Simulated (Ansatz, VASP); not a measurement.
# MgO in VASP and in Ansatz

```
CELL_PARAMETERS angstrom
3.31206 0.00000 0.00000
-1.65603 2.86833 0.00000
0.00000 0.00000 4.17804
ATOMIC_POSITIONS crystal
Mg 0.66667 0.33333 0.75000
Mg 0.33333 0.66667 0.25000
O 0.66667 0.33333 0.25000
O 0.33333 0.66667 0.75000
```

Change from the starting cell: strain -0.050 along x and y, +0.000 along z, atoms carried along.

Alike in both runs: task single point; functional PBEsol; k mesh 9 × 9 × 6; occupations gaussian, width 0.05 eV; no spin polarisation.

```csv
,VASP,Ansatz
version,VASP 6.6.1,Ansatz 0.2.0
potentials or method,"VASP PAW PBE potentials, release 64 (Mg, O), cutoff 520 eV","scalar-relativistic, plane waves, PAW"
valence electrons in the cell,16,32
```

Ansatz gave:

| Quantity | Value |
| --- | --- |
| gap on the k mesh at the Fermi level (eV) | 3.82 |
| least direct gap on the mesh (eV) | 3.82 |
| pressure (GPa) | 18.5 |
| traceless stress, the component that is largest in VASP (GPa) | -8.60 |

Task: Which values does VASP return?

Result: gap on the k mesh at the Fermi level (eV): 3.82; least direct gap on the mesh (eV): 3.82; pressure (GPa): 18.5; traceless stress, the component that is largest in VASP (GPa): -8.83.

VASP's potentials were made for PBE, not for PBEsol. With one functional, cell and mesh, what is left measures potentials, basis and numerics. VASP's potentials hold 16 valence electrons a cell and Ansatz's 32, so a difference there can come from the potentials and not from the codes.
